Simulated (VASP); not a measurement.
# Al2Te (Fm-3m) in VASP: a series of runs

Runs on Al2Te. Level: PBE. Tasks: single point, relaxation of cell and atoms.

Program: VASP 6.6.1. These are calculated values, not measurements. Logs are shortened: lines on timing, memory, paths and dates and some standing lists are left out, and cuts for length are marked.

### Step 1. The cell of the first run

The structure is cubic, space group Fm-3m (No. 225). Conventional cell: a = 7.000 Å, b = 7.000 Å, c = 7.000 Å, α = 90.00°, β = 90.00°, γ = 90.00°. Al (site symmetry -43m) has 4 Te at 3.03 Å and 6 Al at 3.50 Å within 4.0 Å. Within 4.0 Å of Te (site symmetry m-3m) lie 8 Al at 3.03 Å.

### Step 2. Single point, PBE

INCAR reads:

```
PREC     = Accurate       # precision mode
ENCUT    = 520            # plane-wave cutoff, eV
EDIFF    = 1E-7           # SCF threshold, eV
ISMEAR   = 0              # smearing method
SIGMA    = 0.1            # smearing width, eV
LREAL    = F              # projectors in reciprocal space
LASPH    = T              # aspherical terms in the spheres
NELM     = 100            # most SCF steps
ALGO     = Normal         # electronic algorithm
ISIF     = 2              # what is computed and relaxed
LWAVE    = F              # write WAVECAR
LCHARG   = F              # write CHGCAR
GGA      = PE             # functional
NBANDS   = 13             # bands
```

KPOINTS reads:

```
regular mesh
0
Gamma
  10 10 10
```

POSCAR reads:

```
Al2Te
1.0
    0.0000000000      3.4997986527      3.4997986527
    3.4997986527      0.0000000000      3.4997986527
    3.4997986527      3.4997986527      0.0000000000
Al Te
2 1
Direct
    0.2500000000      0.2500000000      0.2500000000
    0.7500000000      0.7500000000      0.7500000000
    0.0000000000      0.0000000000      0.0000000000
```

Potentials or basis: VASP PAW PBE potentials, release 64 (Al, Te).

Run with:

```bash
$ cat potpaw_PBE.64/Al/POTCAR potpaw_PBE.64/Te/POTCAR > POTCAR
$ mpirun -np 1 vasp_std > vasp.out
```

OUTCAR:

```text
PREC = Accurate
   ENCUT = 520
   EDIFF = 1E-7
   ISMEAR = 0
   LREAL = F
   LASPH = T
   NELM = 100
   ISIF = 2
   GGA = PE

 ion  position               nearest neighbor table
   1  0.250  0.250  0.250-   3 3.03   3 3.03   3 3.03   3 3.03
   2  0.750  0.750  0.750-   3 3.03   3 3.03   3 3.03   3 3.03
   3  0.000  0.000  0.000-   2 3.03   2 3.03   2 3.03   1 3.03   2 3.03   1 3.03   1 3.03   1 3.03

  LATTYP: Found a face centered cubic cell.
 ALAT       =     6.9995973054

  Lattice vectors:

 A1 = (   0.0000000000,   3.4997986527,   3.4997986527)
 A2 = (   3.4997986527,   0.0000000000,   3.4997986527)
 A3 = (   3.4997986527,   3.4997986527,   0.0000000000)

Analysis of symmetry for initial positions (statically):
=====================================================================
 Subroutine PRICEL returns:
 Original cell was already a primitive cell.

 Routine SETGRP: Setting up the symmetry group for a
 face centered cubic supercell.

 Subroutine GETGRP returns: Found 48 space group operations
 (whereof 48 operations were pure point group operations)
 out of a pool of 48 trial point group operations.

The static configuration has the point symmetry O_h .

Analysis of symmetry for dynamics (positions and initial velocities):
=====================================================================
 Subroutine PRICEL returns:
 Original cell was already a primitive cell.

 Routine SETGRP: Setting up the symmetry group for a
 face centered cubic supercell.

 Subroutine GETGRP returns: Found 48 space group operations
 (whereof 48 operations were pure point group operations)
 out of a pool of 48 trial point group operations.

The dynamic configuration has the point symmetry O_h .

 Subroutine INISYM returns: Found 48 space group operations
 (whereof 48 operations are pure point group operations),
 and found     1 'primitive' translations

----------------------------------------------------------------------------------------

                                     Primitive cell

  volume of cell :      85.7352

  direct lattice vectors                    reciprocal lattice vectors
     0.000000000  3.499798653  3.499798653    -0.142865362  0.142865362  0.142865362
     3.499798653  0.000000000  3.499798653     0.142865362 -0.142865362  0.142865362
     3.499798653  3.499798653  0.000000000     0.142865362  0.142865362 -0.142865362

  length of vectors
     4.949462720  4.949462720  4.949462720     0.247450065  0.247450065  0.247450065

  position of ions in fractional coordinates (direct lattice)
     0.250000000  0.250000000  0.250000000
     0.750000000  0.750000000  0.750000000
     0.000000000  0.000000000  0.000000000

  ion indices of the primitive-cell ions
   primitive index   ion index
                 1           1
                 2           2
                 3           3

----------------------------------------------------------------------------------------

 KPOINTS: regular mesh

Automatic generation of k-mesh.
 Grid dimensions read from file:
 generate k-points for:   10   10   10

 Generating k-lattice:

  Cartesian coordinates                     Fractional coordinates (reciprocal lattice)
    -0.014286536  0.014286536  0.014286536     0.100000000  0.000000000  0.000000000
     0.014286536 -0.014286536  0.014286536     0.000000000  0.100000000  0.000000000
     0.014286536  0.014286536 -0.014286536     0.000000000  0.000000000  0.100000000

  Length of vectors
     0.024745006  0.024745006  0.024745006

  Shift w.r.t. Gamma in fractional coordinates (k-lattice)
     0.000000000  0.000000000  0.000000000

 Subroutine IBZKPT returns following result:
 ===========================================

 Found     47 irreducible k-points:

 Following reciprocal coordinates:
            Coordinates               Weight
  0.000000  0.000000  0.000000      1.000000
  0.100000  0.000000  0.000000      8.000000
  0.200000  0.000000  0.000000      8.000000
  0.300000  0.000000  0.000000      8.000000
  0.400000  0.000000  0.000000      8.000000
  0.500000  0.000000  0.000000      4.000000
[... 16 lines left out ...]
  0.300000  0.300000  0.000000      6.000000
  0.400000  0.300000  0.000000     24.000000
 [... further k-points ...]
   k-points           NKPTS =     47   k-points in BZ     NKDIM =     47   number of bands    NBANDS=     13
   number of dos      NEDOS =    301   number of ions     NIONS =      3
   total plane-waves  NPLWV =  64000
   dimension x,y,z NGX =    40 NGY =   40 NGZ =   40
   dimension x,y,z NGXF=    80 NGYF=   80 NGZF=   80
   ions per type =               2   1
   NGX,Y,Z   is equivalent  to a cutoff of  13.44, 13.44, 13.44 a.u.
   NGXF,Y,Z  is equivalent  to a cutoff of  26.87, 26.87, 26.87 a.u.
 SYSTEM =  unknown system
   PREC   = accura    normal or accurate (medium, high low for compatibility)
   ISTART =      0    job   : 0-new  1-cont  2-samecut
   ICHARG =      2    charge: 1-file 2-atom 10-const
   ISPIN  =      1    spin polarized calculation?
   LNONCOLLINEAR =      F non collinear calculations
   LSORBIT =      F    spin-orbit coupling
   LASPH  =      T    aspherical Exc in radial PAW
   ENCUT  =  520.0 eV  38.22 Ry    6.18 a.u.   9.20  9.20  9.20*2*pi/ulx,y,z
   NELM   =    100;   NELMIN=  2; NELMDL= -5     # of ELM steps
   EDIFF  = 0.1E-06   stopping-criterion for ELM
   LREAL  =      F    real-space projection
   EDIFFG = 0.1E-05   stopping-criterion for IOM
   NSW    =      0    number of steps for IOM
   IBRION =     -1    ionic relax: 0-MD 1-quasi-New 2-CG
   NFREE  =      0    steps in history (QN), initial steepest desc. (CG)
   ISIF   =      2    stress and relaxation
   ISYM   =      2    0-nonsym 1-usesym 2-fastsym
   POTIM  = 0.5000    time-step for ionic-motion
   TEBEG  =    0.0;   TEEND  =   0.0 temperature during run
   PSTRESS=    0.0 pullay stress
   NELECT =      12.0000    total number of electrons
   NUPDOWN=      -1.0000    fix difference up-down
   EMIN   =  10.00;   EMAX   =-10.00  energy-range for DOS
   EFERMI =   0.00;   METHOD = LEGACY
   ISMEAR =     0;   SIGMA  =   0.10  broadening in eV -4-tet -1-fermi 0-gaus
   EFERMI_NEDOS =   21; number of points for ismear=-14 and -15
   IALGO  =     38    algorithm
   IMIX   =      4    mixing-type and parameters
     AMIX     =   0.40;   BMIX     =  1.00
     AMIX_MAG =   1.60;   BMIX_MAG =  1.00
  volume/ion in A,a.u.               =      28.58       192.86
  Fermi-wavevector in a.u.,A,eV,Ry     =   0.849993  1.606254  9.830055  0.722489
  Thomas-Fermi vector in A             =   1.965901
   LORBIT       =      0    0 simple, 1 ext, 2 COOP (PROOUT), +10 PAW based schemes
   GGA     = PE    functional components
   LHFCALC =     F    Hartree Fock is set to
   AEXX    =    0.0000 exact exchange contribution
   IVDW    =     0    specifies the selected vdW correction
   LEPSILON=     F    determine dielectric tensor
   LRPA    =     F    only Hartree local field effects (RPA)
 non-spin polarized calculation
 Gauss-broadening in eV      SIGMA  =   0.10
  energy-cutoff  :      520.00
  volume of cell :       85.74
 maximum number of plane-waves:      2334
 NGX is ok and might be reduce to    40
   NGX = 19   NGY = 19   NGZ = 19

 number of electron      12.0000000 magnetization

 Free energy of the ion-electron system (eV)
  ---------------------------------------------------
  ext. energy  EPLUGINS =         0.00000000
  ---------------------------------------------------
  free energy    TOTEN  =        -9.29038614 eV

  energy without entropy =       -9.28575163  energy(sigma->0) =       -9.28806888

 E-fermi :   5.3410     XC(G=0):  -8.6824

 val. band max:        5.2826849817   @ k =   0.1000   0.1000   0.0000
 cond. band min:       5.3594558469   @ k =   0.2000   0.0000   0.0000
 fundamental gap:      0.0767708653
 Fermi energy:         5.3410426272

 k-point     1 :       0.0000    0.0000    0.0000
  band No.  band energies     occupation
      1      -7.5026      2.00000
      2       1.4331      2.00000
      3       2.0908      2.00000
      4       2.0908      2.00000
      5       2.0908      2.00000
      6       4.1145      2.00000
      7       4.9485      2.00000
      8       4.9485      2.00000
      9       4.9485      2.00000
     10       9.0396      0.00000
     11       9.0396      0.00000
     12       9.0396      0.00000
     13       9.2688      0.00000

 k-point     2 :       0.1000    0.0000    0.0000
  band No.  band energies     occupation
      1      -7.4592      2.00000
      2       0.7448      2.00000
      3       2.0166      2.00000
      4       2.0166      2.00000
      5       2.5443      2.00000
      6       3.7527      2.00000
      7       5.0827      1.99974
      8       5.0827      1.99974
      9       5.7942      0.00000
     10       8.3582      0.00000
     11       8.3582      0.00000
     12       8.8988      0.00000
     13      10.2141      0.00000

 k-point     3 :       0.2000    0.0000    0.0000
  band No.  band energies     occupation
      1      -7.3389      2.00000
      2      -0.1645      2.00000
      3       1.8486      2.00000
      4       1.8486      2.00000
      5       2.3467      2.00000
      6       4.2798      2.00000
      7       5.3595      0.79455
      8       5.3595      0.79455
      9       6.9474      0.00000
     10       7.9543      0.00000
     11       7.9543      0.00000
     12       8.8361      0.00000
     13      11.4707      0.00000
[... 305 lines left out ...]
 k-point    23 :       0.3000    0.3000    0.0000
  band No.  band energies     occupation
      1      -7.0619      2.00000
      2      -1.0308      2.00000
      3       1.0498      2.00000
      4       1.0498      2.00000
      5       2.0975      2.00000
      6       4.3751      2.00000
      7       6.3398      0.00000
      8       7.0265      0.00000
      9       7.0265      0.00000
     10       8.7723      0.00000
     11      10.2334      0.00000
     12      10.6041      0.00000
     13      10.6041      0.00000

 k-point    24 :       0.4000    0.3000    0.0000
  band No.  band energies     occupation
      1      -6.9426      2.00000
      2      -1.3222      2.00000
      3       0.5112      2.00000
      4       0.9321      2.00000
      5       2.3361      2.00000
      6       4.4070      2.00000
      7       6.2211      0.00000
      8       7.3628      0.00000
      9       7.9712      0.00000
     10       9.5080      0.00000
     11      10.1419      0.00000
     12      10.5207      0.00000
     13      11.2708      0.00000

 [... further k-points ...]

------------------------ aborting loop because EDIFF is reached ----------------------------------------

  FORCE on cell =-STRESS in cart. coord.  units (eV):
  Direction    XX          YY          ZZ          XY          YZ          ZX
  --------------------------------------------------------------------------------------
  -------------------------------------------------------------------------------------
  Total        0.0072083      0.0072083      0.0072083      0.0000000     -0.0000000      0.0000000
  in kB        0.1347055      0.1347055      0.1347055      0.0000000     -0.0000000      0.0000000
  external PRESSURE =       0.1347055 kB  Pullay stress =       0.0000000 kB

 VOLUME and BASIS-vectors are now :
 -----------------------------------------------------------------------------
  energy-cutoff  :      520.00
  volume of cell :       85.74
      direct lattice vectors                 reciprocal lattice vectors
     0.000000000  3.499798653  3.499798653    -0.142865362  0.142865362  0.142865362
     3.499798653  0.000000000  3.499798653     0.142865362 -0.142865362  0.142865362
     3.499798653  3.499798653  0.000000000     0.142865362  0.142865362 -0.142865362

 POSITION                                       TOTAL-FORCE (eV/Angst)
 -----------------------------------------------------------------------------------
      1.74990      1.74990      1.74990         0.000000      0.000000      0.000000
      5.24970      5.24970      5.24970        -0.000000     -0.000000     -0.000000
      0.00000      0.00000      0.00000         0.000000     -0.000000     -0.000000
 -----------------------------------------------------------------------------------
    total drift:                               -0.000000      0.000000     -0.000000

  FREE ENERGIE OF THE ION-ELECTRON SYSTEM (eV)
  ---------------------------------------------------
  free  energy   TOTEN  =        -9.2903861403 eV

  energy  without entropy=       -9.2857516275  energy(sigma->0) =       -9.28806888
```

Wall time 33 s (1 thread of Intel Xeon Platinum 8559C (Emerald Rapids), shared host); peak memory 0.25 GiB.

Results:

```
Free energy            : -9.2904 eV
Pressure               : 0.0 GPa
Band gap on the k mesh : zero (band 6 reaches 5.57 eV, above the bottom of band 7 at 4.95 eV)
```

Caveat: spin-orbit coupling is left out, which moves the levels of the heavy elements.

### Step 3. Relaxation of cell and atoms, PBE

This run uses another cell than the first one, of 27.70 Å³/atom, 0.969 times its volume.

INCAR reads:

```
SYSTEM = Al2Te
ALGO = Normal
EDIFF = 1E-7
EDIFFG = -0.005
ENCUT = 600
GGA = PE
IBRION = 2
ISIF = 3
ISMEAR = 0
LASPH = .True.
LCHARG = .False.
LREAL = .False.
LWAVE = .False.
NELM = 100
NSW = 100
PREC = Accurate
SIGMA = 0.1
```

KPOINTS reads:

```
k-points
0
Gamma
  10 10 10
  0 0 0
```

POSCAR reads:

```
Al2Te
1.0
    0.0000000000      3.4637408085      3.4637408085
    3.4637408085      0.0000000000      3.4637408085
    3.4637408085      3.4637408085      0.0000000000
Al Te
2 1
Direct
    0.2500000000      0.2500000000      0.2500000000
    0.7500000000      0.7500000000      0.7500000000
    0.0000000000      0.0000000000      0.0000000000
```

Potentials or basis: VASP PAW PBE potentials, release 64 (Al, Te).

Run with:

```bash
$ cat potpaw_PBE.64/Al/POTCAR potpaw_PBE.64/Te/POTCAR > POTCAR
$ mpirun -np 1 vasp_std > vasp.out
```

Wall time 68 s (1 thread of Intel Xeon Platinum 8559C (Emerald Rapids), shared host); peak memory 0.27 GiB.

It converged, with:

| Item | Value |
| --- | --- |
| Free energy | -9.2904 eV |
| Relaxed volume | 28.63 Å³/atom |
| Relaxed cell | a = 4.952 Å, b = 4.952 Å, c = 4.952 Å, α = 60.00°, β = 60.00°, γ = 60.00° |
| Space group after relaxing (to 0.05 Å) | Fm-3m (No. 225) |
| Energy gained by relaxing | 2.1 meV/atom |
| Ionic steps | 3 |
| Pressure after relaxing | 0.0 GPa |
| Band gap on the k mesh | zero (band 6 reaches 5.55 eV, above the bottom of band 7 at 4.94 eV) |

The path:
```
step  energy change (eV)  largest force (eV/Å)  pressure (GPa)  volume (Å³)
   1              0.0000                0.0000            0.76        83.11
   2             -0.0052                0.0000            0.30        84.71
   3             -0.0062                0.0000           -0.02        85.89
```

Final structure:
```
Al Te
1.0
     0.00000    3.50194    3.50194
     3.50194    0.00000    3.50194
     3.50194    3.50194    0.00000
Al Te
2 1
Direct
  0.25000 0.25000 0.25000
  0.75000 0.75000 0.75000
  0.00000 0.00000 0.00000
```

Levels at points of the mesh, in eV from the Fermi level:
```tsv
k point	band 2	band 3	band 4	band 5	band 6	band 7	band 8	band 9	band 10
(0.00, 0.00, 0.00)	-3.91	-3.25	-3.25	-3.25	-1.23	-0.39	-0.39	-0.39	3.70
(0.50, 0.00, 0.00)	-7.03	-3.82	-3.82	-3.75	0.14	0.14	0.93	3.00	3.90
(0.50, 0.50, 0.00)	-7.09	-4.64	-4.64	-3.70	-1.40	2.28	3.66	3.66	4.18
```

Caveat: spin-orbit coupling is left out, which moves the levels of the heavy elements.
